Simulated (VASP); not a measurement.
TiO2, 6 atoms in the cell. The typed cell holds 6 atoms: a = 3.774 Å, b = 3.774 Å, c = 5.469 Å, α = 110.19°, β = 110.19°, γ = 90.00°. 

| Quantity | Value |
| --- | --- |
| Program | VASP 6.6.1 |
| Task | single point |
| Functional | r2SCAN |
| Dispersion | D3(BJ) |
| Potentials or basis | VASP PAW PBE potentials, release 64 (Ti_sv, O) |
| Cutoff | 520 eV |
| k mesh | 8 × 8 × 6 |
| Occupations | gaussian, width 0.02 eV |
| Spin | no spin polarisation |
| Dipole correction | no |
| Further INCAR settings | ALGO = Normal; EDIFF = 1e-06; NBANDS = 33 |

Potentials or basis: VASP PAW PBE potentials, release 64 (Ti_sv, O).

Launch:

```bash
$ cat potpaw_PBE.64/Ti_sv/POTCAR potpaw_PBE.64/O/POTCAR > POTCAR
$ cp INCAR.step1 INCAR
$ mpirun -np 1 vasp_std > vasp.out
$ cp INCAR.step2 INCAR
$ mpirun -np 1 vasp_std > vasp.out
```

Hardware: 1 thread of AMD EPYC 9R45 96-Core Processor (Zen 5) (shared host).

How long does it take, and how much memory?

Wall time 8.9 min on 1 thread of AMD EPYC 9R45 96-Core Processor (Zen 5), on a shared host, peak memory 0.3 GiB. Counts: k points 114.
